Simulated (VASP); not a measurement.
Input of a VASP 6.6.1 run:

File INCAR:

```
SYSTEM = Na
AGGAC = 0.0
ALDAC = 0.0
ALGO = Normal
EDIFF = 1E-6
ENCUT = 520
GGA = PE
ISIF = 2
ISMEAR = -5
ISPIN = 2
LASPH = .True.
LCHARG = .False.
LORBIT = 11
LREAL = .False.
LWAVE = .False.
MAGMOM = 0.5
NBANDS = 14
NELM = 150
PREC = Accurate
SIGMA = 0.1
```

File KPOINTS:

```
k-points
0
Gamma
  9 9 9
  0 0 0
```

The input POSCAR:

```
Na
1.0
    3.6582021900      0.0000000000      0.0000000000
   -1.2194007297      3.4489861008      0.0000000000
   -1.2194007297     -1.7244930498      2.9869095809
Na
1
Direct
    0.0000000000      0.0000000000      0.0000000000
```

Potentials or basis: VASP PAW PBE potentials, release 64 (Na_pv).

The run is started by

```bash
$ cat potpaw_PBE.64/Na_pv/POTCAR > POTCAR
$ mpirun -np 1 vasp_std > vasp.out
```

(1) Estimate the net moment.

(2) Predict the pressure.

Answers

(1) 0.00 μB per cell.

(2) 0.9 GPa.

Caveat: tetrahedron occupations give inexact forces and stress in metals.
